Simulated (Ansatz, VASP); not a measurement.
## One calculation of WC, two programs

The input INCAR:

```
SYSTEM = WC
  PREC = Accurate
  ENCUT = 1300
  EDIFF = 1E-6
  ISMEAR = -1
  SIGMA = 0.05
  LREAL = .False.
  LASPH = .True.
  NELM = 120
  ALGO = Normal
  ISIF = 2
  LWAVE = .False.
  LCHARG = .False.
  NBANDS = 16
  GGA_COMPAT = .False.
```

KPOINTS

```
Automatic mesh
0
Gamma
  10 10 10
  0 0 0
```

POSCAR

```
WC
1.0
    0.0000000000      2.1779675566      2.1779675566
    2.1779675566      0.0000000000      2.1779675566
    2.1779675566      2.1779675566      0.0000000000
W C
1 1
Direct
    0.0000000000      0.0000000000      0.0000000000
    0.5000000000      0.5000000000      0.5000000000
```

input.yaml

```yaml
crystal:
  lattice:
    - [0.0, 2.1779675566, 2.1779675566]
    - [2.1779675566, 0.0, 2.1779675566]
    - [2.1779675566, 2.1779675566, 0.0]
  atoms:
    - { symbol: W, position: [0.0, 0.0, 0.0] }
    - { symbol: C, position: [0.5, 0.5, 0.5] }
hamiltonian:
  xc: lda
  pseudopotentials: { kind: paw }
kpoints:
  mp_grid: { grid: [10, 10, 10] }
scf:
  occupations: { method: fermi_dirac, width: 0.05 }
output:
  forces: true
  stress: true
  eigenvalues: true
```

Alike in both runs: task single point; functional LDA; k mesh 10 × 10 × 10; occupations fermi-dirac, width 0.05 eV; no spin polarisation.

```csv
,VASP,Ansatz
version,VASP 6.6.1,Ansatz 0.2.0
potentials or method,"VASP PAW LDA potentials, release 64 (W_sv, C_h)",Ansatz PAW
plane-wave cutoff (eV),1300,420
valence electrons in the cell,18,18
```

Ansatz gave:

```
gap on the k mesh at the Fermi level (eV) : none
pressure (GPa)                            : -9.1
```

Problem. Which values does VASP return?

Solution. gap on the k mesh at the Fermi level (eV): none; pressure (GPa): -6.9.

LDA's correlation is that of Perdew and Zunger in VASP and of Perdew and Wang (1992) in Ansatz. A gap of «none» marks a metal or a gap that the smearing closes.

Neither program's run includes spin-orbit coupling.
